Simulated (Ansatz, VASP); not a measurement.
**One calculation of NaMg6Sb, two programs**

File INCAR:

```
SYSTEM = NaMg6Sb
ALGO = Normal ; EDIFF = 1E-7
ENCUT = 520 ; GGA = PE
ISIF = 2 ; ISMEAR = -1
LASPH = .TRUE. ; LCHARG = .FALSE.
LREAL = .FALSE. ; LWAVE = .FALSE.
NBANDS = 22 ; NELM = 80
PREC = Accurate ; SIGMA = 0.05
```

File KPOINTS:

```
k-points
0
G
  5 5 5
  0 0 0
```

POSCAR

```
NaMg6Sb
1.0
    5.3074957461      0.0000000000      0.0000000000
    0.0000000000      3.1978732489      5.7556456863
    0.0000000000     -3.1978732489      5.7556456863
Sb Mg Na
1 6 1
Direct
    0.0000000000      0.6657290000      0.6657290000
    0.5000000000      0.8362990000      0.8362990000
    0.5000000000      0.3357240000      0.3357240000
    0.5000000000      0.3305960000      0.8318680000
    0.5000000000      0.8318680000      0.3305960000
    0.0000000000      0.1680800000      0.6645300000
    0.0000000000      0.6645300000      0.1680800000
    0.0000000000      0.1671700000      0.1671700000
```

input.yaml

```yaml
crystal:
  lattice:
    - [5.3074957461, 0.0, 0.0]
    - [0.0, 3.1978732489, 5.7556456863]
    - [0.0, -3.1978732489, 5.7556456863]
  atoms:
    - { symbol: Sb, position: [0.0, 0.665729, 0.665729] }
    - { symbol: Mg, position: [0.5, 0.836299, 0.836299] }
    - { symbol: Mg, position: [0.5, 0.335724, 0.335724] }
    - { symbol: Mg, position: [0.5, 0.330596, 0.831868] }
    - { symbol: Mg, position: [0.5, 0.831868, 0.330596] }
    - { symbol: Mg, position: [0.0, 0.16808, 0.66453] }
    - { symbol: Mg, position: [0.0, 0.66453, 0.16808] }
    - { symbol: Na, position: [0.0, 0.16717, 0.16717] }
hamiltonian:
  xc: pbe
  pseudopotentials: { kind: paw }
kpoints:
  mp_grid: { grid: [5, 5, 5] }
scf:
  occupations: { method: fermi_dirac, width: 0.05 }
output:
  forces: true
  stress: true
  eigenvalues: true
```

Alike in both runs: task single point; functional PBE; k mesh 5 × 5 × 5; occupations fermi-dirac, width 0.05 eV; no spin polarisation.

|  | VASP | Ansatz |
| --- | --- | --- |
| version | VASP 6.6.1 | Ansatz 0.2.0 |
| potentials or method | VASP PAW PBE potentials, release 64 (Sb, Mg, Na_pv) | Ansatz PAW |
| plane-wave cutoff (eV) | 520 | 420 |
| valence electrons in the cell | 24 | 84 |

Ansatz gave:

```
gap on the k mesh at the Fermi level (eV)                     : none
pressure (GPa)                                                : -0.8
traceless stress, the component that is largest in VASP (GPa) : -1.25
rms of the force components (eV/Å)                            : 0.046
```

**Question.** Estimate VASP's values.

**Answer.** gap on the k mesh at the Fermi level (eV): none; pressure (GPa): -0.8; traceless stress, the component that is largest in VASP (GPa): -1.26; rms of the force components (eV/Å): 0.047.

Atom by atom the forces differ by 0.001 eV/Å (rms over components). A gap of «none» marks a metal or a gap that the smearing closes. VASP's potentials hold 24 valence electrons a cell and Ansatz's 84, so a difference there can come from the potentials and not from the codes.

Spin-orbit coupling is off throughout.
